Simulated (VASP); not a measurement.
Write the native input for VASP 6.6.1 that does the following.

```yaml
Task: relaxation of cell and atoms
Functional: PBE
Potentials_or_basis: VASP PAW PBE potentials, release 64 (In_d, Sn_d, Te)
Cutoff: 600 eV
k_mesh: 6 × 6 × 2
Occupations: gaussian, width 0.1 eV
Spin: no spin polarisation
Dipole_correction: no
Further_INCAR_settings: ALGO = Fast; EDIFF = 1e-06; IBRION = 2; EDIFFG = -0.04; NSW = 90; ISIF = 3
```

The structure of In2SnTe2 lies in POSCAR:

```
In2SnTe2
1.0
    4.8196427500      0.0000000000      0.0000000000
   -2.4098213700      4.1739330600      0.0000000000
    0.0000000000      0.0000000000      8.7158713300
In Sn Te
2 1 2
Direct
    0.3333333300      0.6666666700      0.5218095300
    0.6666666700      0.3333333300      0.5218095300
    0.0000000000      0.0000000000      0.2244569500
    0.3333333300      0.6666666700      0.8337625700
    0.6666666700      0.3333333300      0.8337625700
```

The cell was generated, and may not be a known phase.

One way to write it, as run:

INCAR

```
SYSTEM = In2SnTe2
ALGO     = Fast           ! electronic algorithm
EDIFF    = 1E-6           ! SCF threshold, eV
EDIFFG   = -0.04          ! ionic threshold
ENCUT    = 600            ! plane-wave cutoff, eV
GGA      = PE             ! functional
IBRION   = 2              ! ionic algorithm
ISIF     = 3              ! what is computed and relaxed
ISMEAR   = 0              ! smearing method
LASPH    = .True.         ! aspherical terms in the spheres
LCHARG   = .False.        ! write CHGCAR
LREAL    = .False.        ! projectors in reciprocal space
LWAVE    = .False.        ! write WAVECAR
NELM     = 60             ! most SCF steps
NSW      = 90             ! ionic steps
PREC     = Accurate       ! precision mode
SIGMA    = 0.1            ! smearing width, eV
```

KPOINTS

```
k-points
0
Gamma
  6 6 2
  0 0 0
```

Potentials or basis: VASP PAW PBE potentials, release 64 (In_d, Sn_d, Te).

Command:

```console
$ cat potpaw_PBE.64/In_d/POTCAR potpaw_PBE.64/Sn_d/POTCAR potpaw_PBE.64/Te/POTCAR > POTCAR
$ mpirun -np 1 vasp_std > vasp.out
```

Results of the run:

| Property | Result |
| --- | --- |
| Relaxed volume | 32.80 Å³/atom |
| Relaxed cell | a = 5.388 Å, b = 5.388 Å, c = 6.524 Å, α = 90.00°, β = 90.00°, γ = 120.00° |
| Space group after relaxing (to 0.1 Å) | P6mm (No. 183) |
| Pressure after relaxing | 0.1 GPa |
| Largest force after relaxing | 0.020 eV/Å |
| Band gap on the k mesh | zero (bands 26 and 27 overlap by 0.46 eV) |

Caveat: the k points lie up to 0.48 Å⁻¹ apart in the final cell; a cell axis changed by over 15 % at a fixed basis, so the end point is rough; spin-orbit coupling is left out, which moves the levels of the heavy elements.

It took 33 min on 1 thread of Intel(R) Xeon(R) 6975P-C (Granite Rapids), on a shared host, peak memory 0.43 GiB.
